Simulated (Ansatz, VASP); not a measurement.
**AlGa2As3 in VASP and in Ansatz**

```xyz
6
Lattice="6.1771 0.0000 0.0000 -3.0886 5.3495 0.0000 0.0000 0.0000 3.4310" Properties=species:S:1:pos:R:3 pbc="T T T"
Al    0.0000    0.0000    0.0000
Ga    0.0000    3.5664    0.0000
Ga    3.0886    1.7832    0.0000
As    3.0886    0.0000    1.7155
As    1.5443    2.6748    1.7155
As   -1.5443    2.6748    1.7155
```

Change from the starting cell: species swapped into the CeB2Ir3 type (P6/mmm, No. 191).

Alike in both runs: task relaxation of cell and atoms; functional PBE; k mesh 3 × 3 × 6; occupations gaussian, width 0.1 eV; no spin polarisation.

|  | VASP | Ansatz |
| --- | --- | --- |
| version | VASP 6.6.1 | Ansatz 0.2.0 |
| potentials or method | VASP PAW PBE potentials, release 64 (Al, Ga_d, As), cutoff 600 eV | scalar-relativistic, plane waves, PAW |
| valence electrons in the cell | 44 | 74 |

```tsv
	VASP	Ansatz	Ansatz less VASP
gap on the k mesh at the Fermi level, each at its own relaxed structure (eV)	none	none	-
relaxed volume (Å³/atom)	23.11	23.04	-0.073
relaxed cell length with the largest relative difference (Å)	3.672	3.601	-0.0709
```

A gap of «none» marks a metal or a gap that the smearing closes. VASP's potentials hold 44 valence electrons a cell and Ansatz's 74, so a difference there can come from the potentials and not from the codes.

The k mesh is coarse, so the values compare programs but aren't converged. Noted on VASP's run: the volume moved by over 15 % at a fixed basis, so the end points are rough.
